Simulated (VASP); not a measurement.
Set up this calculation in VASP 6.6.1, as the native input.

* Task: single point
* Functional: PBE
* Potentials or basis: VASP PAW PBE potentials, release 64 (B, N)
* Cutoff: 520 eV
* k mesh: 6 × 6 × 10
* Occupations: gaussian, width 0.05 eV
* Spin: no spin polarisation
* Dipole correction: no
* Further INCAR settings: ALGO = Normal; EDIFF = 1e-07; NBANDS = 26

The structure of BN lies in POSCAR:

```
BN
1.0
    4.4890000000      0.0000000000      0.0000000000
    0.0000000000      4.4890000000      0.0000000000
    0.0000000000      0.0000000000      2.4727000000
B N
4 4
Direct
    0.1742811368      0.8257188632      0.5000000000
    0.3257188632      0.3257188632      0.0000000000
    0.6742811368      0.6742811368      0.0000000000
    0.8257188632      0.1742811368      0.5000000000
    0.8126115048      0.8126115048      0.5000000000
    0.3126115048      0.6873884952      0.0000000000
    0.6873884952      0.3126115048      0.0000000000
    0.1873884952      0.1873884952      0.5000000000
```

One way to write it, as run:

INCAR

```
SYSTEM = BN
ALGO = Normal
EDIFF = 1E-7
ENCUT = 520
GGA = PE
ISIF = 2
ISMEAR = 0
LASPH = .True.
LCHARG = .True.
LELF = .True.
LREAL = .False.
LVHAR = .True.
LWAVE = .False.
NBANDS = 26
NELM = 100
PREC = Accurate
SIGMA = 0.05
```

KPOINTS

```
k-points
0
Gamma
  6 6 10
  0 0 0
```

Potentials or basis: VASP PAW PBE potentials, release 64 (B, N).

Command:

```sh
$ cat potpaw_PBE.64/B/POTCAR potpaw_PBE.64/N/POTCAR > POTCAR
$ mpirun -np 1 vasp_std > vasp.out
```

Results of the run:

| Quantity | Value |
| --- | --- |
| Pressure | 2.7 GPa |
| Largest force | 0.384 eV/Å |
| Band gap on the k mesh | 4.82 eV, indirect (least direct gap 6.02 eV) |

It took 26 s on 1 thread of Intel(R) Xeon(R) 6975P-C (Granite Rapids), with other jobs on the host, peak memory 0.19 GiB.
